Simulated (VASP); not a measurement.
Wanted: the native input for a VASP 6.6.1 run.

| Quantity | Value |
| --- | --- |
| Task | single point |
| Functional | PBE |
| Potentials or basis | VASP PAW PBE potentials, release 64 (Mg, Ge_d, N) |
| Cutoff | 520 eV |
| k mesh | 12 × 12 × 4 |
| Occupations | gaussian, width 0.1 eV |
| Spin | no spin polarisation |
| Dipole correction | no |
| Further INCAR settings | ALGO = Normal; EDIFF = 1e-06; NBANDS = 26 |

The structure of Mg2GeN3 lies in POSCAR:

```
Mg2GeN3
1.0
    2.9440627106      0.0000000000      0.0000000000
   -1.4720313553      2.5496330977      0.0000000000
    0.0000000000      0.0000000000      7.5597305057
Mg Ge N
2 1 3
Direct
    0.3333333333      0.6666666667      0.6683815285
    0.6666666667      0.3333333333      0.3316184715
    0.0000000000      0.0000000000      0.0000000000
    0.3333333333      0.6666666667      0.1458746588
    0.6666666667      0.3333333333      0.8541253412
    0.0000000000      0.0000000000      0.5000000000
```

This cell differs from its parent crystal: volume scaled by 0.94, then relaxed in part.

One way to write it, as run:

INCAR

```
PREC = Accurate
ENCUT = 520
EDIFF = 1E-6
ISMEAR = 0
SIGMA = 0.1
LREAL = False
LASPH = True
NELM = 100
ALGO = Normal
ISIF = 2
LWAVE = False
LCHARG = True
GGA = PE
LELF = True
LVHAR = True
NBANDS = 26
```

KPOINTS

```
regular mesh
0
Gamma
  12 12 4
```

Potentials or basis: VASP PAW PBE potentials, release 64 (Mg, Ge_d, N).

Run with:

```console
$ cat potpaw_PBE.64/Mg/POTCAR potpaw_PBE.64/Ge_d/POTCAR potpaw_PBE.64/N/POTCAR > POTCAR
$ mpirun -np 1 vasp_std > vasp.out
```

It gave:

```
Pressure      : 11.0 GPa
Largest force : 0.034 eV/Å
```

It took 110 s on 1 thread of Intel(R) Xeon(R) 6975P-C (Granite Rapids), with other jobs on the host, peak memory 0.25 GiB.
